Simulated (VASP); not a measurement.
**Cu: electric field gradients with PBEsol**

Crystal: Cu.

```
Cu
1.0
     0.00000    1.80750    1.77135
     1.80750    0.00000    1.77135
     1.80750    1.80750    0.00000
Cu
1
Direct
  0.00000 0.00000 0.00000
```

This cell differs from its parent crystal: zz strain of -2 %.

```json
{
  "Program": "VASP 6.6.1",
  "Task": "electric field gradients",
  "Functional": "PBEsol",
  "Potentials or basis": "VASP PAW PBE potentials, release 64 (Cu)",
  "Cutoff": "520 eV",
  "k mesh": "19 × 19 × 19",
  "Occupations": "fermi-dirac, width 0.08 eV",
  "Spin": "no spin polarisation",
  "Dipole correction": "no",
  "Further INCAR settings": "ALGO = Normal; EDIFF = 1e-08; NBANDS = 12"
}
```

| Property | Result |
| --- | --- |
| Pressure | -3.0 GPa |

Stress tensor (GPa, compression positive):
```
-3.25  0.00  0.00
 0.00 -3.25  0.00
 0.00  0.00 -2.39
```

Levels at points of the mesh, in eV from the Fermi level:
| k point | band 3 | band 4 | band 5 | band 6 | band 7 | band 8 | band 9 | band 10 |
| --- | --- | --- | --- | --- | --- | --- | --- | --- |
| (0.00, 0.00, 0.00) | -3.16 | -3.06 | -2.32 | -2.22 | 22.72 | 25.46 | 25.46 | 25.55 |

It took 26 s on 1 thread of Intel(R) Xeon(R) 6975P-C (Granite Rapids) (shared host), peak memory 0.18 GiB.

Caveat: the cell differs from its parent crystal (zz strain of -2 %); without QUAD_EFG the Cq values of the log hold for a quadrupole moment of 1 mb, not for the nuclei; the PAW data sets were made with another functional, which shifts forces and pressure a little.
